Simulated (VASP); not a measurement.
# CaS (Fm-3m) in VASP: a series of runs

The runs below take CaS through single point, with PBE.

Program: VASP 6.6.1. These are calculated values, not measurements. Logs are shortened: lines on timing, memory, paths and dates and some standing lists are left out, and cuts for length are marked.

## Step 1: The cell of the first run

Symmetry: Fm-3m, No. 225, cubic system. Conventional cell: a = 5.696 Å, b = 5.696 Å, c = 5.696 Å, α = 90.00°, β = 90.00°, γ = 90.00°. Within 3.8 Å of Ca (site symmetry m-3m) lie 6 S at 2.85 Å. S (site symmetry m-3m) has 6 Ca at 2.85 Å within 3.8 Å.

## Step 2: Single point, PBE

File INCAR:

```
PREC = Accurate
ENCUT = 500
EDIFF = 1E-6
ISMEAR = 0
SIGMA = 0.01
LREAL = F
LASPH = T
NELM = 120
ALGO = Normal
ISIF = 2
LWAVE = F
LCHARG = F
GGA = PE
NBANDS = 15
GGA_COMPAT = F
```

File KPOINTS:

```
regular mesh
0
Gamma
  6 6 6
```

File POSCAR:

```
CaS
1.0
    0.0000000000      2.8479335931      2.8479335931
    2.8479335931      0.0000000000      2.8479335931
    2.8479335931      2.8479335931      0.0000000000
Ca S
1 1
Direct
    0.0000000000      0.0000000000      0.0000000000
    0.5000000000      0.5000000000      0.5000000000
```

Potentials or basis: VASP PAW PBE potentials, release 64 (Ca_sv, S).

Launch:

```bash
> cat potpaw_PBE.64/Ca_sv/POTCAR potpaw_PBE.64/S/POTCAR > POTCAR
> mpirun -np 1 vasp_std > vasp.out
```

OUTCAR:

```text
PREC = Accurate
   ENCUT = 500
   EDIFF = 1E-6
   ISMEAR = 0
   LREAL = F
   LASPH = T
   NELM = 120
   ISIF = 2
   GGA = PE

 ion  position               nearest neighbor table
   1  0.000  0.000  0.000-   2 2.85   2 2.85   2 2.85   2 2.85   2 2.85   2 2.85
   2  0.500  0.500  0.500-   1 2.85   1 2.85   1 2.85   1 2.85   1 2.85   1 2.85

  LATTYP: Found a face centered cubic cell.
 ALAT       =     5.6958671862

  Lattice vectors:

 A1 = (   0.0000000000,   2.8479335931,   2.8479335931)
 A2 = (   2.8479335931,   0.0000000000,   2.8479335931)
 A3 = (   2.8479335931,   2.8479335931,   0.0000000000)

Analysis of symmetry for initial positions (statically):
=====================================================================
 Subroutine PRICEL returns:
 Original cell was already a primitive cell.

 Routine SETGRP: Setting up the symmetry group for a
 face centered cubic supercell.

 Subroutine GETGRP returns: Found 48 space group operations
 (whereof 48 operations were pure point group operations)
 out of a pool of 48 trial point group operations.

The static configuration has the point symmetry O_h .

Analysis of symmetry for dynamics (positions and initial velocities):
=====================================================================
 Subroutine PRICEL returns:
 Original cell was already a primitive cell.

 Routine SETGRP: Setting up the symmetry group for a
 face centered cubic supercell.

 Subroutine GETGRP returns: Found 48 space group operations
 (whereof 48 operations were pure point group operations)
 out of a pool of 48 trial point group operations.

The dynamic configuration has the point symmetry O_h .

 Subroutine INISYM returns: Found 48 space group operations
 (whereof 48 operations are pure point group operations),
 and found     1 'primitive' translations

----------------------------------------------------------------------------------------

                                     Primitive cell

  volume of cell :      46.1976

  direct lattice vectors                    reciprocal lattice vectors
     0.000000000  2.847933593  2.847933593    -0.175565891  0.175565891  0.175565891
     2.847933593  0.000000000  2.847933593     0.175565891 -0.175565891  0.175565891
     2.847933593  2.847933593  0.000000000     0.175565891  0.175565891 -0.175565891

  length of vectors
     4.027586312  4.027586312  4.027586312     0.304089044  0.304089044  0.304089044

  position of ions in fractional coordinates (direct lattice)
     0.000000000  0.000000000  0.000000000
     0.500000000  0.500000000  0.500000000

  ion indices of the primitive-cell ions
   primitive index   ion index
                 1           1
                 2           2

----------------------------------------------------------------------------------------

 KPOINTS: regular mesh

Automatic generation of k-mesh.
 Grid dimensions read from file:
 generate k-points for:    6    6    6

 Generating k-lattice:

  Cartesian coordinates                     Fractional coordinates (reciprocal lattice)
    -0.029260982  0.029260982  0.029260982     0.166666667  0.000000000  0.000000000
     0.029260982 -0.029260982  0.029260982     0.000000000  0.166666667  0.000000000
     0.029260982  0.029260982 -0.029260982     0.000000000  0.000000000  0.166666667

  Length of vectors
     0.050681507  0.050681507  0.050681507

  Shift w.r.t. Gamma in fractional coordinates (k-lattice)
     0.000000000  0.000000000  0.000000000

 Subroutine IBZKPT returns following result:
 ===========================================

 Found     16 irreducible k-points:

 Following reciprocal coordinates:
            Coordinates               Weight
  0.000000  0.000000  0.000000      1.000000
  0.166667  0.000000  0.000000      8.000000
  0.333333  0.000000  0.000000      8.000000
  0.500000  0.000000  0.000000      4.000000
  0.166667  0.166667  0.000000      6.000000
  0.333333  0.166667  0.000000     24.000000
[... 8 lines left out ...]
 -0.333333  0.333333  0.166667     24.000000
 -0.333333  0.500000  0.166667     12.000000
   k-points           NKPTS =     16   k-points in BZ     NKDIM =     16   number of bands    NBANDS=     15
   number of dos      NEDOS =    301   number of ions     NIONS =      2
   total plane-waves  NPLWV =  27000
   dimension x,y,z NGX =    30 NGY =   30 NGZ =   30
   dimension x,y,z NGXF=    60 NGYF=   60 NGZF=   60
   ions per type =               1   1
   NGX,Y,Z   is equivalent  to a cutoff of  12.38, 12.38, 12.38 a.u.
   NGXF,Y,Z  is equivalent  to a cutoff of  24.77, 24.77, 24.77 a.u.
 SYSTEM =  unknown system
   PREC   = accura    normal or accurate (medium, high low for compatibility)
   ISTART =      0    job   : 0-new  1-cont  2-samecut
   ICHARG =      2    charge: 1-file 2-atom 10-const
   ISPIN  =      1    spin polarized calculation?
   LNONCOLLINEAR =      F non collinear calculations
   LSORBIT =      F    spin-orbit coupling
   LASPH  =      T    aspherical Exc in radial PAW
   ENCUT  =  500.0 eV  36.75 Ry    6.06 a.u.   7.34  7.34  7.34*2*pi/ulx,y,z
   NELM   =    120;   NELMIN=  2; NELMDL= -5     # of ELM steps
   EDIFF  = 0.1E-05   stopping-criterion for ELM
   LREAL  =      F    real-space projection
   EDIFFG = 0.1E-04   stopping-criterion for IOM
   NSW    =      0    number of steps for IOM
   IBRION =     -1    ionic relax: 0-MD 1-quasi-New 2-CG
   NFREE  =      0    steps in history (QN), initial steepest desc. (CG)
   ISIF   =      2    stress and relaxation
   ISYM   =      2    0-nonsym 1-usesym 2-fastsym
   POTIM  = 0.5000    time-step for ionic-motion
   TEBEG  =    0.0;   TEEND  =   0.0 temperature during run
   PSTRESS=    0.0 pullay stress
   NELECT =      16.0000    total number of electrons
   NUPDOWN=      -1.0000    fix difference up-down
   EMIN   =  10.00;   EMAX   =-10.00  energy-range for DOS
   EFERMI =   0.00;   METHOD = LEGACY
   ISMEAR =     0;   SIGMA  =   0.01  broadening in eV -4-tet -1-fermi 0-gaus
   EFERMI_NEDOS =   21; number of points for ismear=-14 and -15
   IALGO  =     38    algorithm
   IMIX   =      4    mixing-type and parameters
     AMIX     =   0.40;   BMIX     =  1.00
     AMIX_MAG =   1.60;   BMIX_MAG =  1.00
  volume/ion in A,a.u.               =      23.10       155.88
  Fermi-wavevector in a.u.,A,eV,Ry     =   1.149675  2.172570 17.983526  1.321752
  Thomas-Fermi vector in A             =   2.286343
   LORBIT       =      0    0 simple, 1 ext, 2 COOP (PROOUT), +10 PAW based schemes
   GGA     = PE    functional components
   LHFCALC =     F    Hartree Fock is set to
   AEXX    =    0.0000 exact exchange contribution
   IVDW    =     0    specifies the selected vdW correction
   LEPSILON=     F    determine dielectric tensor
   LRPA    =     F    only Hartree local field effects (RPA)
 non-spin polarized calculation
 Gauss-broadening in eV      SIGMA  =   0.01
  energy-cutoff  :      500.00
  volume of cell :       46.20
 maximum number of plane-waves:      1211
 NGX is ok and might be reduce to    30
   NGX = 15   NGY = 15   NGZ = 15

 number of electron      16.0000004 magnetization

 Free energy of the ion-electron system (eV)
  ---------------------------------------------------
  ext. energy  EPLUGINS =         0.00000000
  ---------------------------------------------------
  free energy    TOTEN  =       -10.36327845 eV

  energy without entropy =      -10.36327845  energy(sigma->0) =      -10.36327845

 E-fermi :   2.7902     XC(G=0):  -9.3132

 val. band max:        2.7253579291   @ k =   0.0000   0.0000   0.0000
 cond. band min:       5.0830312411   @ k =   0.5000   0.5000   0.0000
 fundamental gap:      2.3576733120
 Fermi energy:         2.7902404159

 k-point     1 :       0.0000    0.0000    0.0000
  band No.  band energies     occupation
      1     -36.4746      2.00000
      2     -17.4545      2.00000
      3     -17.4545      2.00000
      4     -17.4545      2.00000
      5      -8.5989      2.00000
      6       2.7254      2.00000
      7       2.7254      2.00000
      8       2.7254      2.00000
      9       6.8697      0.00000
     10       6.8896      0.00000
     11       6.8896      0.00000
     12       6.8896      0.00000
     13       7.4829      0.00000
     14       7.4829      0.00000
     15      13.5895      0.00000

 k-point     2 :       0.1667    0.0000    0.0000
  band No.  band energies     occupation
      1     -36.4718      2.00000
      2     -17.4972      2.00000
      3     -17.4578      2.00000
      4     -17.4578      2.00000
      5      -8.4134      2.00000
      6       1.6829      2.00000
      7       2.3586      2.00000
      8       2.3586      2.00000
      9       6.8992      0.00000
     10       7.2783      0.00000
     11       7.2783      0.00000
     12       8.0975      0.00000
     13       8.1825      0.00000
     14       8.1825      0.00000
     15      13.5938      0.00000

 k-point     3 :       0.3333    0.0000    0.0000
  band No.  band energies     occupation
      1     -36.4661      2.00000
      2     -17.5803      2.00000
      3     -17.4643      2.00000
      4     -17.4643      2.00000
      5      -8.0112      2.00000
      6       0.2381      2.00000
      7       1.7985      2.00000
      8       1.7985      2.00000
      9       7.2624      0.00000
     10       8.2064      0.00000
     11       8.2064      0.00000
     12       9.3898      0.00000
     13       9.6914      0.00000
     14       9.6914      0.00000
     15      12.9582      0.00000
[... 199 lines left out ...]
 k-point    15 :      -0.3333    0.3333    0.1667
  band No.  band energies     occupation
      1     -36.4606      2.00000
      2     -17.5706      2.00000
      3     -17.5219      2.00000
      4     -17.4911      2.00000
      5      -7.8416      2.00000
      6       0.4045      2.00000
      7       1.0832      2.00000
      8       1.4854      2.00000
      9       7.6228      0.00000
     10       7.7464      0.00000
     11       9.2094      0.00000
     12       9.3400      0.00000
     13       9.3831      0.00000
     14      11.3901      0.00000
     15      12.0383      0.00000

 k-point    16 :      -0.3333    0.5000    0.1667
  band No.  band energies     occupation
      1     -36.4597      2.00000
      2     -17.5582      2.00000
      3     -17.5214      2.00000
      4     -17.5105      2.00000
      5      -7.8889      2.00000
      6       0.6688      2.00000
      7       1.3229      2.00000
      8       1.3448      2.00000
      9       6.3975      0.00000
     10       8.6265      0.00000
     11       8.6318      0.00000
     12       9.2515      0.00000
     13       9.5178      0.00000
     14      10.5691      0.00000
     15      12.7177      0.00000

------------------------ aborting loop because EDIFF is reached ----------------------------------------

  FORCE on cell =-STRESS in cart. coord.  units (eV):
  Direction    XX          YY          ZZ          XY          YZ          ZX
  --------------------------------------------------------------------------------------
  -------------------------------------------------------------------------------------
  Total        0.1848107      0.1848107      0.1848107      0.0000000      0.0000000     -0.0000000
  in kB        6.4094098      6.4094098      6.4094098      0.0000000      0.0000000     -0.0000000
  external PRESSURE =       6.4094098 kB  Pullay stress =       0.0000000 kB

 VOLUME and BASIS-vectors are now :
 -----------------------------------------------------------------------------
  energy-cutoff  :      500.00
  volume of cell :       46.20
      direct lattice vectors                 reciprocal lattice vectors
     0.000000000  2.847933593  2.847933593    -0.175565891  0.175565891  0.175565891
     2.847933593  0.000000000  2.847933593     0.175565891 -0.175565891  0.175565891
     2.847933593  2.847933593  0.000000000     0.175565891  0.175565891 -0.175565891

 POSITION                                       TOTAL-FORCE (eV/Angst)
 -----------------------------------------------------------------------------------
      0.00000      0.00000      0.00000         0.000000      0.000000     -0.000000
      2.84793      2.84793      2.84793        -0.000000     -0.000000      0.000000
 -----------------------------------------------------------------------------------
    total drift:                               -0.000000      0.000000      0.000000

  FREE ENERGIE OF THE ION-ELECTRON SYSTEM (eV)
  ---------------------------------------------------
  free  energy   TOTEN  =       -10.3632784452 eV

  energy  without entropy=      -10.3632784452  energy(sigma->0) =      -10.36327845
```

Run time: 24 s. Hardware: 1 thread of Oxide Virtual Turin-like, shared host; peak memory 0.14 GiB.

Results:

- Free energy: -10.3633 eV
- Pressure: 0.6 GPa
- Band gap on the k mesh: 2.36 eV (least direct gap 3.16 eV)

A k mesh can miss the band edges.

## Step 3: Single point, PBE

File INCAR:

```
SYSTEM = CaS
PREC     = Accurate       ! precision mode
ENCUT    = 500            ! plane-wave cutoff, eV
EDIFF    = 1E-6           ! SCF threshold, eV
ISMEAR   = 0              ! smearing method
SIGMA    = 0.01           ! smearing width, eV
LREAL    = .False.        ! projectors in reciprocal space
LASPH    = .True.         ! aspherical terms in the spheres
NELM     = 120            ! most SCF steps
ALGO     = Normal         ! electronic algorithm
ISIF     = 2              ! what is computed and relaxed
LWAVE    = .False.        ! write WAVECAR
LCHARG   = .True.         ! write CHGCAR
GGA      = PE             ! functional
LELF     = .True.         ! ELF
LVHAR    = .True.       
NBANDS   = 15             ! bands
GGA_COMPAT= .False.
```

File KPOINTS:

```
regular mesh
0
Gamma
  6 6 6
  0 0 0
```

POSCAR is that of step 2.

Potentials or basis: VASP PAW PBE potentials, release 64 (Ca_sv, S).

Launch:

```bash
> cat potpaw_PBE.64/Ca_sv/POTCAR potpaw_PBE.64/S/POTCAR > POTCAR
> mpirun -np 1 vasp_std > vasp.out
```

Run time: 25 s. Hardware: 1 thread of Oxide Virtual Turin-like, shared host; peak memory 0.13 GiB.

It converged, with:

| Property | Result |
| --- | --- |
| Free energy | -10.3633 eV |
| Pressure | 0.6 GPa |
| Band gap on the k mesh | 2.36 eV (least direct gap 3.16 eV) |

Levels at points of the mesh, in eV from the valence-band top:
| k point | band 5 | band 6 | band 7 | band 8 | band 9 | band 10 | band 11 | band 12 |
| --- | --- | --- | --- | --- | --- | --- | --- | --- |
| (0.00, 0.00, 0.00) | -11.32 | 0.00 | 0.00 | 0.00 | 4.14 | 4.16 | 4.16 | 4.16 |
| (0.50, 0.00, 0.00) | -10.51 | -3.09 | -1.16 | -1.16 | 5.22 | 6.06 | 6.20 | 6.20 |
| (0.50, 0.50, 0.00) | -10.70 | -2.27 | -0.81 | -0.81 | 2.36 | 5.60 | 6.02 | 6.77 |
